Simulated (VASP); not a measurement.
Set up this calculation in VASP 6.6.1, as the native input.

| Item | Value |
| --- | --- |
| Task | single point |
| Functional | LDA |
| Potentials or basis | VASP PAW LDA potentials, release 64 (Al, Ga_d, N) |
| Cutoff | 520 eV |
| k mesh | 6 × 6 × 6 |
| Occupations | gaussian, width 0.05 eV |
| Spin | no spin polarisation |
| Dipole correction | no |
| Further INCAR settings | ALGO = Normal; EDIFF = 1e-06; NBANDS = 41 |

The structure of AlGa3N4 lies in POSCAR:

```
AlGa3N4
1.0
    4.5595547306     -0.0515716627     -0.0515716627
   -0.0515716627      4.5595547306     -0.0515716627
   -0.0515716627     -0.0515716627      4.5595547306
Al Ga N
1 3 4
Direct
    0.0000000000      0.0000000000      0.0000000000
    0.5000000000      0.5000000000      0.0000000000
    0.5000000000      0.0000000000      0.5000000000
    0.0000000000      0.5000000000      0.5000000000
    0.7548078379      0.7548078379      0.2451921621
    0.7548078379      0.2451921621      0.7548078379
    0.2451921621      0.7548078379      0.7548078379
    0.2451921621      0.2451921621      0.2451921621
```

One way to write it, as run:

INCAR

```
  PREC = Accurate
  ENCUT = 520
  EDIFF = 1E-6
  ISMEAR = 0
  SIGMA = 0.05
  LREAL = F
  LASPH = T
  NELM = 80
  ALGO = Normal
  ISIF = 2
  LWAVE = F
  LCHARG = T
  LELF = T
  LVHAR = T
  NBANDS = 41
```

KPOINTS

```
regular mesh
0
Gamma
  6 6 6
```

Potentials or basis: VASP PAW LDA potentials, release 64 (Al, Ga_d, N).

Launch:

```bash
$ cat potpaw_LDA.64/Al/POTCAR potpaw_LDA.64/Ga_d/POTCAR potpaw_LDA.64/N/POTCAR > POTCAR
$ mpirun -np 1 vasp_std > vasp.out
```

It gave:

| Item | Value |
| --- | --- |
| Pressure | -13.9 GPa |
| Largest force | 0.260 eV/Å |
| Band gap on the k mesh | 1.86 eV, direct |

It took 46 s on 1 thread of Intel(R) Xeon(R) 6975P-C (Granite Rapids), with other jobs on the host, peak memory 0.23 GiB.
